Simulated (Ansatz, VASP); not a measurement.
**Ir: VASP beside Ansatz**

The input INCAR:

```
PREC = Accurate
ENCUT = 520
EDIFF = 1E-6
ISMEAR = 0
SIGMA = 0.15
LREAL = F
LASPH = T
NELM = 60
ALGO = Normal
ISIF = 2
LWAVE = F
LCHARG = F
NBANDS = 10
```

Contents of KPOINTS:

```
regular mesh
0
Gamma
  22 22 22
```

Contents of POSCAR:

```
Ir
1.0
    0.0000000000      2.0237188411      1.7341246749
    2.0237188411      0.0000000000      1.7341246749
    2.0237188411      2.0237188411      0.0000000000
Ir
1
Direct
    0.0000000000      0.0000000000      0.0000000000
```

Input for Ansatz:

```yaml
crystal:
  lattice:
    - [0.0, 2.0237188411, 1.7341246749]
    - [2.0237188411, 0.0, 1.7341246749]
    - [2.0237188411, 2.0237188411, 0.0]
  atoms:
    - { symbol: Ir, position: [0.0, 0.0, 0.0] }
basis:
  ecutwfc: 420
kpoints:
  mp_grid: { grid: [22, 22, 22] }
hamiltonian:
  xc: lda
scf:
  occupations: { method: gaussian, width: 0.15 }
output:
  forces: true
  stress: true
  eigenvalues: true
```

Alike in both runs: task single point; functional LDA; k mesh 22 × 22 × 22; occupations gaussian, width 0.15 eV; no spin polarisation.

```csv
,VASP,Ansatz
version,VASP 6.6.1,Ansatz 0.2.0
potentials or method,"VASP PAW LDA potentials, release 64 (Ir), cutoff 520 eV","scalar-relativistic, plane waves, PAW"
valence electrons in the cell,9,17
```

```tsv
	VASP	Ansatz	Ansatz less VASP
gap on the k mesh at the Fermi level (eV)	none	none	-
pressure (GPa)	-3.0	-5.3	-2.34
traceless stress, the component that is largest in VASP (GPa)	30.17	30.35	+0.179
```

LDA's correlation is that of Perdew and Zunger in VASP and of Perdew and Wang (1992) in Ansatz. A gap of «none» marks a metal or a gap that the smearing closes. VASP's potentials hold 9 valence electrons a cell and Ansatz's 17, so a difference there can come from the potentials and not from the codes.

Spin-orbit coupling is off throughout.
